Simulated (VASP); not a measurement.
Input of a VASP 6.6.1 run:

Contents of INCAR:

```
SYSTEM = ScAlN2
ALGO     = Normal         ! electronic algorithm
EDIFF    = 1E-6           ! SCF threshold, eV
ENCUT    = 600            ! plane-wave cutoff, eV
GGA      = PE             ! functional
GGA_COMPAT= .False.      
ISIF     = 2              ! what is computed and relaxed
ISMEAR   = 0              ! smearing method
LASPH    = .True.         ! aspherical terms in the spheres
LCHARG   = .False.        ! write CHGCAR
LREAL    = .False.        ! projectors in reciprocal space
LWAVE    = .False.        ! write WAVECAR
NBANDS   = 20             ! bands
NELM     = 120            ! most SCF steps
PREC     = Accurate       ! precision mode
SIGMA    = 0.15           ! smearing width, eV
```

KPOINTS

```
k-points
0
Gamma
  5 5 3
  0 0 0
```

Contents of POSCAR:

```
ScAlN2
1.0
    3.0131273559      0.0000000000      0.0000000000
   -1.5065636780      2.6094448351      0.0000000000
    0.0000000000      0.0000000000      5.2127858291
Sc Al N
1 1 2
Direct
    0.0000000000      0.0000000000      0.5000000000
    0.0000000000      0.0000000000      0.0000000000
    0.3333333333      0.6666666667      0.7704473921
    0.6666666667      0.3333333333      0.2295526079
```

Potentials or basis: VASP PAW PBE potentials, release 64 (Sc_sv, Al, N).

Run with:

```sh
$ cat potpaw_PBE.64/Sc_sv/POTCAR potpaw_PBE.64/Al/POTCAR potpaw_PBE.64/N/POTCAR > POTCAR
$ mpirun -np 1 vasp_std > vasp.out
```

(1) What does it give for the pressure?

(2) Estimate the band gap on the k mesh.

Answers

(1) 0.1 GPa.

(2) 1.03 eV, indirect (least direct gap 1.77 eV).

Caveat: the k points lie up to 0.48 Å⁻¹ apart.
